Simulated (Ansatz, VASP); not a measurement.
**Two plane-wave programs on TaN**

```
CELL_PARAMETERS angstrom
3.16188 0.00000 0.00000
-1.58094 2.73827 0.00000
0.00000 0.00000 12.17418
ATOMIC_POSITIONS crystal
Ta 0.00000 0.00000 0.01243
Ta 0.33333 0.66667 0.26208
Ta 0.66667 0.33333 0.51243
Ta 0.33333 0.66667 0.76208
N 0.00000 0.00000 0.17613
N 0.33333 0.66667 0.42436
N 0.66667 0.33333 0.67613
N 0.33333 0.66667 0.92436
```

Alike in both runs: functional PBE; k mesh 18 × 18 × 4; occupations gaussian, width 0.1 eV; no spin polarisation.

Ansatz relaxed the structure, and its values are those at the end. VASP's run is a single point on that final structure, the one shown.

|  | VASP | Ansatz |
| --- | --- | --- |
| version | VASP 6.6.1 | Ansatz 0.2.0 |
| potentials or method | VASP PAW PBE potentials, release 64 (Ta_pv, N), cutoff 520 eV | scalar-relativistic, plane waves, PAW |
| valence electrons in the cell | 64 | 72 |

|  | VASP | Ansatz | Ansatz less VASP |
| --- | --- | --- | --- |
| gap on the k mesh at the Fermi level (eV) | none | none | - |
| pressure (GPa) | 0.6 | 0.0 | -0.54 |
| rms of the force components (eV/Å) | 0.012 | 0.000 | -0.0118 |

A gap of «none» marks a metal or a gap that the smearing closes. VASP's potentials hold 64 valence electrons a cell and Ansatz's 72, so a difference there can come from the potentials and not from the codes.

Neither program's run includes spin-orbit coupling.
